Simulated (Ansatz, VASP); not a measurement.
**WSe2: VASP beside Ansatz**

The input INCAR:

```
SYSTEM = WSe2
  PREC = Accurate
  ENCUT = 520
  EDIFF = 1E-7
  ISMEAR = 0
  SIGMA = 0.01
  LREAL = .FALSE.
  LASPH = .TRUE.
  NELM = 60
  ALGO = Normal
  ISIF = 2
  LWAVE = .FALSE.
  LCHARG = .FALSE.
  GGA = CA
  NBANDS = 35
```

The input KPOINTS:

```
regular mesh
0
G
  12 12 2
  0 0 0
```

POSCAR

```
WSe2
1.0
    3.2996318046      0.0000000000      0.0000000000
   -1.6498159023      2.8575649659      0.0000000000
    0.0000000000      0.0000000000     13.1495853360
W Se
2 4
Direct
    0.6666666667      0.3333333333      0.2501999111
    0.3333333333      0.6666666667      0.7498000889
    0.3333333333      0.6666666667      0.3768527017
    0.6666666667      0.3333333333      0.8764523353
    0.3333333333      0.6666666667      0.1235476647
    0.6666666667      0.3333333333      0.6231472983
```

Input for Ansatz:

```yaml
crystal:
  lattice:
    - [3.2996318046, 0.0, 0.0]
    - [-1.6498159023, 2.8575649659, 0.0]
    - [0.0, 0.0, 13.149585336]
  atoms:
    - { symbol: W, position: [0.6666666667, 0.3333333333, 0.2501999111] }
    - { symbol: W, position: [0.3333333333, 0.6666666667, 0.7498000889] }
    - { symbol: Se, position: [0.3333333333, 0.6666666667, 0.3768527017] }
    - { symbol: Se, position: [0.6666666667, 0.3333333333, 0.8764523353] }
    - { symbol: Se, position: [0.3333333333, 0.6666666667, 0.1235476647] }
    - { symbol: Se, position: [0.6666666667, 0.3333333333, 0.6231472983] }
kpoints:
  mp_grid: { grid: [12, 12, 2] }
  band_path:
    path:
      - [0.0, 0.0, 0.0]
      - [0.5, 0.0, 0.0]
      - [0.3333333333, 0.3333333333, 0.0]
      - [0.0, 0.0, 0.5]
      - [0.5, 0.0, 0.5]
      - [0.3333333333, 0.3333333333, 0.5]
      - [0.179687, 0.179688, 0.0]
    npoints: 1
hamiltonian:
  xc: lda
scf:
  occupations: { method: fixed }
  n_extra_bands: 5
output:
  forces: true
  stress: true
  eigenvalues: true
```

Alike in both runs: task single point; functional LDA; k mesh 12 × 12 × 2; no spin polarisation.

|  | VASP | Ansatz |
| --- | --- | --- |
| version | VASP 6.6.1 | Ansatz 0.2.0 |
| potentials or method | VASP PAW LDA potentials, release 64 (W_sv, Se) | plane waves, PAW |
| plane-wave cutoff (eV) | 520 | 420 |
| occupations | gaussian, width 0.01 eV | fixed |
| valence electrons in the cell | 52 | 92 |

Ansatz gave:

| Property | Result |
| --- | --- |
| gap on the k mesh at the Fermi level (eV) | 0.99 |
| pressure (GPa) | -4.1 |
| traceless stress, the component that is largest in VASP (GPa) | 0.77 |
| rms of the force components (eV/Å) | 0.126 |

Q: What did VASP give for the same quantities?

A: gap on the k mesh at the Fermi level (eV): 0.98; pressure (GPa): -3.5; traceless stress, the component that is largest in VASP (GPa): 0.89; rms of the force components (eV/Å): 0.082.

LDA's correlation is that of Perdew and Zunger in VASP and of Perdew and Wang (1992) in Ansatz. Atom by atom the forces differ by 0.044 eV/Å (rms over components). VASP's potentials hold 52 valence electrons a cell and Ansatz's 92, so a difference there can come from the potentials and not from the codes.

Spin-orbit coupling is off throughout.
